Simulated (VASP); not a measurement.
# Ti (P6_3/mmc) in VASP: further runs, part 2 of 2

VASP 6.6.1. Earlier steps stand in the parts before.

## 3. Single point, r2SCAN

This run uses another cell than the first one: it holds 4 atoms, not 2.

The input, POSCAR:

```
Ti
1.0
    2.9306823647      0.0000000000      0.0000000000
   -1.4653411824      2.5380453783      0.0000000000
    0.0000000000      0.0000000000      9.3611462876
Ti
4
Direct
    0.0000000000      0.0000000000      0.0000000000
    0.3333333333      0.6666666667      0.2500000000
    0.0000000000      0.0000000000      0.5000000000
    0.6666666667      0.3333333333      0.7500000000
```

The input, INCAR.step1:

```
PREC     = Accurate       # precision mode
ENCUT    = 520            # plane-wave cutoff, eV
ISMEAR   = 0              # smearing method
SIGMA    = 0.1            # smearing width, eV
LREAL    = F              # projectors in reciprocal space
LASPH    = T              # aspherical terms in the spheres
NELM     = 60             # most SCF steps
NBANDS   = 32             # bands
GGA      = PE             # functional
ALGO     = Normal         # electronic algorithm
EDIFF    = 1E-4           # SCF threshold, eV
LWAVE    = T              # write WAVECAR
LCHARG   = F              # write CHGCAR
```

The input, INCAR.step2:

```
PREC     = Accurate       # precision mode
ENCUT    = 520            # plane-wave cutoff, eV
EDIFF    = 1E-6           # SCF threshold, eV
ISMEAR   = 0              # smearing method
SIGMA    = 0.1            # smearing width, eV
LREAL    = F              # projectors in reciprocal space
LASPH    = T              # aspherical terms in the spheres
NELM     = 60             # most SCF steps
ALGO     = Normal         # electronic algorithm
ISIF     = 2              # what is computed and relaxed
LWAVE    = F              # write WAVECAR
LCHARG   = F              # write CHGCAR
METAGGA  = R2SCAN         # meta-GGA
LMIXTAU  = T            
NBANDS   = 32             # bands
ISTART   = 1
```

The input, KPOINTS:

```
regular mesh
0
Gamma
  18 18 5
```

Potentials or basis: VASP PAW PBE potentials, release 64 (Ti_sv).

Started as:

```bash
$ cat potpaw_PBE.64/Ti_sv/POTCAR > POTCAR
$ cp INCAR.step1 INCAR
$ mpirun -np 1 vasp_std > vasp.out
$ cp INCAR.step2 INCAR
$ mpirun -np 1 vasp_std > vasp.out
```

OUTCAR:

```text
PREC = Accurate
   ENCUT = 520
   EDIFF = 1E-6
   ISMEAR = 0
   LREAL = F
   LASPH = T
   NELM = 60
   ISIF = 2
   METAGGA = R2SCAN
   ISTART = 1

 ion  position               nearest neighbor table
   1  0.000  0.000  0.000-   2 2.89   4 2.89   4 2.89   2 2.89   4 2.89   2 2.89
   2  0.333  0.667  0.250-   1 2.89   3 2.89   1 2.89   3 2.89   1 2.89   3 2.89
   3  0.000  0.000  0.500-   2 2.89   4 2.89   4 2.89   2 2.89   4 2.89   2 2.89
   4  0.667  0.333  0.750-   1 2.89   3 2.89   1 2.89   3 2.89   1 2.89   3 2.89

[... 1036 lines left out ...]
     32      11.5852      0.00000

 [... further k-points ...]
[... 5 lines left out ...]
  --------------------------------------------------------------------------------------
  -------------------------------------------------------------------------------------
  Total        0.1588069      0.1588069      0.1755916     -0.0000000     -0.0000000      0.0000000
  in kB        3.6541192      3.6541192      4.0403336     -0.0000000     -0.0000000      0.0000000
  external PRESSURE =       3.7828574 kB  Pullay stress =       0.0000000 kB

 VOLUME and BASIS-vectors are now :
 -----------------------------------------------------------------------------
  energy-cutoff  :      520.00
  volume of cell :       69.63
      direct lattice vectors                 reciprocal lattice vectors
     2.930682365  0.000000000  0.000000000     0.341217463  0.197001994  0.000000000
    -1.465341182  2.538045378  0.000000000     0.000000000  0.394003988  0.000000000
     0.000000000  0.000000000  9.361146288     0.000000000  0.000000000  0.106824524

 POSITION                                       TOTAL-FORCE (eV/Angst)
 -----------------------------------------------------------------------------------
      0.00000      0.00000      0.00000        -0.000000      0.000000     -0.000000
     -0.00000      1.69203      2.34029        -0.000000     -0.000000     -0.000000
      0.00000      0.00000      4.68057        -0.000000      0.000000     -0.000000
      1.46534      0.84602      7.02086         0.000000      0.000000      0.000000
 -----------------------------------------------------------------------------------
    total drift:                               -0.000000      0.000000      0.000000

  FREE ENERGIE OF THE ION-ELECTRON SYSTEM (eV)
  ---------------------------------------------------
  free  energy   TOTEN  =       -51.6328168759 eV

  energy  without entropy=      -51.6075254274  energy(sigma->0) =      -51.62017115
```

OUTCAR.step1:

```text
PREC = Accurate
   ENCUT = 520
   ISMEAR = 0
   LREAL = F
[... 1072 lines left out ...]
      0.00000      0.00000      0.00000         0.000000      0.000000      0.000000
     -0.00000      1.69203      2.34029         0.000000     -0.000000     -0.000000
      0.00000      0.00000      4.68057         0.000000      0.000000      0.000000
      1.46534      0.84602      7.02086        -0.000000      0.000000      0.000000
 -----------------------------------------------------------------------------------
    total drift:                               -0.000000      0.000000      0.000000

  FREE ENERGIE OF THE ION-ELECTRON SYSTEM (eV)
  ---------------------------------------------------
  free  energy   TOTEN  =       -31.1865278050 eV

  energy  without entropy=      -31.1574196133  energy(sigma->0) =      -31.17197371
```

Run time: 18 min. Hardware: 1 thread of Intel Xeon Platinum 8488C (Sapphire Rapids), shared host; peak memory 0.32 GiB.

What came out:

| Property | Result |
| --- | --- |
| Free energy | -51.6328 eV |
| Pressure | 0.4 GPa |
| Band gap on the k mesh | zero (bands 24 and 25 overlap by 1.30 eV) |

Levels at points of the mesh, in eV from the Fermi level:
```csv
k point,band 20,band 21,band 22,band 23,band 24,band 25,band 26,band 27,band 28,band 29
"(0.00, 0.00, 0.00)",-2.78,0.07,0.13,0.57,0.77,0.77,0.84,0.84,1.02,1.16
"(0.50, 0.00, 0.00)",-2.01,-1.44,-1.29,-1.13,-0.26,0.14,0.73,1.20,1.30,2.00
```

Caveat: the PAW data sets were made with another functional, which shifts forces and pressure a little.
